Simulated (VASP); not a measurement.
# Li (P1) in VASP: further runs, part 2 of 2

VASP 6.6.1.

### Step 3. Single point, PBE+D3(BJ)

File INCAR:

```
SYSTEM = Li
PREC = Accurate
ENCUT = 520
EDIFF = 1E-6
ISMEAR = -1
SIGMA = 0.1
LREAL = Auto
LASPH = .TRUE.
NELM = 60
ALGO = Normal
ISIF = 2
LWAVE = .FALSE.
LCHARG = .FALSE.
GGA = PE
IVDW = 12
NBANDS = 38
```

File KPOINTS:

```
regular mesh
0
G
  2 2 2
  0 0 0
```

File POSCAR:

```
Li
1.0
    7.2053150000      0.0000000000      0.0000000000
    0.0000000000      7.2053150000      0.0000000000
    0.0000000000      0.0000000000      7.2053150000
Li
16
Direct
   -0.0014433790     -0.0397067998     -0.0356125999
    0.5423635192     -0.0307689532      0.0404562465
   -0.0571244977      0.5048773024     -0.0165849793
    0.0090349971     -0.0160575908      0.5449865828
    0.1778409410      0.2433758968      0.2745889666
    0.4854888371      0.4989650001      0.0096179001
    0.4803537389     -0.0263000299      0.5131212168
    0.7310159237      0.2627921194      0.2579762300
   -0.0176397562      0.5118027456      0.5395600331
    0.2139948080      0.7239239367      0.2730345585
    0.2246674850      0.2465541062      0.8260985120
    0.4960921209      0.4606321861      0.5475124960
    0.6754319554      0.7020789514      0.2702588298
    0.6865765064      0.2319815303      0.7391210516
    0.3073286872      0.7577878275      0.7847540323
    0.7418273871      0.7561779048      0.7153608135
```

Potentials or basis: VASP PAW PBE potentials, release 64 (Li_sv).

Started as:

```sh
$ cat potpaw_PBE.64/Li_sv/POTCAR > POTCAR
$ mpirun -np 1 vasp_std > vasp.out
```

OUTCAR:

```text
SYSTEM = Li
   PREC = Accurate
   ENCUT = 520
   EDIFF = 1E-6
   ISMEAR = -1
   LREAL = Auto
   LASPH = .TRUE.
   NELM = 60
   ISIF = 2
   GGA = PE
   IVDW = 12
 IVDW          = 12

 ion  position               nearest neighbor table
   1  0.999  0.960  0.964-
   2  0.542  0.969  0.040-
   3  0.943  0.505  0.983-
   4  0.009  0.984  0.545-
   5  0.178  0.243  0.275-
   6  0.485  0.499  0.010-
   7  0.480  0.974  0.513-
[... 533 lines left out ...]
  -------------------------------------------------------------------------------------
  Total      -5.87930    -4.48342    -4.66395    -0.10149    -0.47907     0.12157
  in kB     -25.18124   -19.20264   -19.97585    -0.43471    -2.05188     0.52067
  external pressure =      -21.45 kB  Pullay stress =        0.00 kB

 VOLUME and BASIS-vectors are now :
 -----------------------------------------------------------------------------
  energy-cutoff  :      520.00
  volume of cell :      374.08
      direct lattice vectors                 reciprocal lattice vectors
     7.205315000  0.000000000  0.000000000     0.138786438  0.000000000  0.000000000
     0.000000000  7.205315000  0.000000000     0.000000000  0.138786438  0.000000000
     0.000000000  0.000000000  7.205315000     0.000000000  0.000000000  0.138786438

 POSITION                                       TOTAL-FORCE (eV/Angst)
 -----------------------------------------------------------------------------------
      7.19491      6.91921      6.94871        -0.237024     -0.047823      0.301339
      3.90790      6.98361      0.29150        -0.235212      0.196328     -0.173840
      6.79371      3.63780      7.08581        -0.004632      0.071719      0.004820
      0.06510      7.08962      3.92680        -0.111447      0.080404     -0.106199
      1.28140      1.75360      1.97850         0.308483      0.036631     -0.119054
      3.49810      3.59520      0.06930        -0.001397     -0.115882     -0.029720
[... 8 lines left out ...]
      2.21440      5.46010      5.65440        -0.250262     -0.117049     -0.087206
      5.34510      5.44850      5.15440        -0.240201     -0.104392      0.243322
 -----------------------------------------------------------------------------------
    total drift:                                0.007236     -0.000955      0.003122

  FREE ENERGIE OF THE ION-ELECTRON SYSTEM (eV)
  ---------------------------------------------------
  free  energy   TOTEN  =       -31.6545116787 eV

  energy  without entropy=      -31.3207729937  energy(sigma->0) =      -31.48764234
```

OSZICAR:

```text
N       E                     dE             d eps       ncg     rms          rms(c)
DAV:   1     0.264277953945E+03    0.26428E+03   -0.20791E+04   632   0.122E+03
DAV:   2     0.428889151103E+02   -0.22139E+03   -0.20688E+03   616   0.328E+02
DAV:   3    -0.127173407888E+02   -0.55606E+02   -0.54080E+02  1116   0.808E+01
DAV:   4    -0.262733219353E+02   -0.13556E+02   -0.13353E+02  1024   0.661E+01
DAV:   5    -0.295803177387E+02   -0.33070E+01   -0.33048E+01  1098   0.201E+01    0.201E+00
DAV:   6    -0.293121766267E+02    0.26814E+00   -0.12163E+00   836   0.569E+00    0.794E-01
DAV:   7    -0.293054283417E+02    0.67483E-02   -0.17215E-01  1048   0.155E+00    0.298E-01
DAV:   8    -0.293036923734E+02    0.17360E-02   -0.16380E-02   946   0.444E-01    0.124E-01
DAV:   9    -0.293033628501E+02    0.32952E-03   -0.26845E-03   968   0.174E-01    0.527E-02
DAV:  10    -0.293033698561E+02   -0.70060E-05   -0.49584E-04   954   0.744E-02    0.248E-02
DAV:  11    -0.293033644918E+02    0.53644E-05   -0.44761E-05   952   0.247E-02    0.826E-03
DAV:  12    -0.293033603619E+02    0.41299E-05   -0.38155E-06   760   0.965E-03    0.143E-03
DAV:  13    -0.293033597682E+02    0.59367E-06   -0.55224E-07   472   0.441E-03
   1 F= -.31654512E+02 E0= -.31487642E+02  d E =-.333739E+00
```

stdout:

```text
POSCAR found type information on POSCAR Li
 POSCAR found :  1 types and      16 ions
 scaLAPACK will be used
 LDA part: xc-table for (Slater+PW92), standard interpolation
 POSCAR, INCAR and KPOINTS ok, starting setup
 FFT: planning ... GRIDC
 FFT: planning ... GRID_SOFT
 FFT: planning ... GRID
 WAVECAR not read
 entering main loop
```

Wall time 3.8 min (1 thread of Intel Xeon 8259CL, shared host); peak memory 0.38 GiB.

What came out:

```
Free energy                : -31.6545 eV
Largest force              : 0.558 eV/Å
Band gap on the k mesh     : zero (bands 24 and 25 overlap by 0.79 eV)
Dispersion energy per atom : -0.147 eV
```

Forces in eV/Å, atoms in the order of the input:
```
Li  -0.237 -0.048  0.301
Li  -0.235  0.196 -0.174
Li  -0.005  0.072  0.005
Li  -0.111  0.080 -0.106
Li   0.308  0.037 -0.119
Li  -0.001 -0.116 -0.030
Li  -0.148  0.211 -0.168
Li   0.125 -0.123  0.116
Li   0.058 -0.136  0.068
Li   0.113 -0.008 -0.111
Li   0.164 -0.030 -0.249
Li  -0.378  0.253 -0.248
Li   0.413  0.028  0.255
Li   0.425 -0.195  0.304
Li  -0.250 -0.117 -0.087
Li  -0.240 -0.104  0.243
```

Caveat: the k points lie up to 0.44 Å⁻¹ apart, too coarse for converged energies and pressures of a metal; the cutoff is under 1.25 times the usual one of these potentials, so pressure, stress and relaxed cells hold a basis-set (Pulay) error; the atoms stand as in a frame of molecular dynamics.
